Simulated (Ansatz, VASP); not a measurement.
Two plane-wave programs on C

The input INCAR:

```
SYSTEM = C
PREC = Accurate ; ENCUT = 600
EDIFF = 1E-6 ; ISMEAR = 0
SIGMA = 0.1 ; LREAL = .False.
LASPH = .True. ; NELM = 200
ALGO = Normal ; ISIF = 2
LWAVE = .False. ; LCHARG = .False.
ISPIN = 2 ; MAGMOM = 1 1 1 1 1 1
LORBIT = 11 ; GGA = PE
NBANDS = 25 ; GGA_COMPAT = .False.
```

File KPOINTS:

```
Automatic mesh
0
Gamma
  12 12 2
  0 0 0
```

The input POSCAR:

```
C
1.0
    1.2332461097     -2.1360570061      0.0000000000
    1.2332461097      2.1360570061      0.0000000000
    0.0000000000      0.0000000000     12.2664096066
C
6
Direct
    0.1666743790      0.8333256210      0.6711359690
    0.8333256210      0.1666743790      0.6711359690
    0.8333256210      0.1666743790      0.3288640310
    0.1666743790      0.8333256210      0.3288640310
    0.3333193128      0.6666806872      0.0000000000
    0.6666806872      0.3333193128      0.0000000000
```

Input for Ansatz:

```yaml
crystal:
  lattice:
    - [1.2332461097, -2.1360570061, 0.0]
    - [1.2332461097, 2.1360570061, 0.0]
    - [0.0, 0.0, 12.2664096066]
  atoms:
    - { symbol: C, position: [0.166674379, 0.833325621, 0.671135969], spin: 1.0 }
    - { symbol: C, position: [0.833325621, 0.166674379, 0.671135969], spin: 1.0 }
    - { symbol: C, position: [0.833325621, 0.166674379, 0.328864031], spin: 1.0 }
    - { symbol: C, position: [0.166674379, 0.833325621, 0.328864031], spin: 1.0 }
    - { symbol: C, position: [0.3333193128, 0.6666806872, 0.0], spin: 1.0 }
    - { symbol: C, position: [0.6666806872, 0.3333193128, 0.0], spin: 1.0 }
basis:
  ecutwfc: 420
kpoints:
  mp_grid: { grid: [12, 12, 2] }
hamiltonian:
  xc: pbe
scf:
  occupations: { method: gaussian, width: 0.1 }
  lower_state_search: "off"
output:
  forces: true
  stress: true
  eigenvalues: true
  populations: true
magnetization:
  spin_polarized: true
```

Alike in both runs: task single point; functional PBE; k mesh 12 × 12 × 2; occupations gaussian, width 0.1 eV; collinear spin.

```csv
,VASP,Ansatz
version,VASP 6.6.1,Ansatz 0.2.0
potentials or method,"VASP PAW PBE potentials, release 64 (C), cutoff 600 eV","scalar-relativistic, plane waves, PAW"
valence electrons in the cell,24,24
```

Ansatz gave:

| Property | Result |
| --- | --- |
| gap on the k mesh at the Fermi level (eV) | none |
| pressure (GPa) | 0.1 |
| traceless stress, the component that is largest in VASP (GPa) | 0.08 |
| net moment per atom (μB) | 0.00 |

Question: What did VASP give for the same quantities?

Answer: gap on the k mesh at the Fermi level (eV): none; pressure (GPa): 0.1; traceless stress, the component that is largest in VASP (GPa): -0.19; net moment per atom (μB): 0.00.

A gap of «none» marks a metal or a gap that the smearing closes. With one functional, cell and mesh, what is left measures potentials, basis and numerics. Ansatz's warnings: seeded moment not kept.
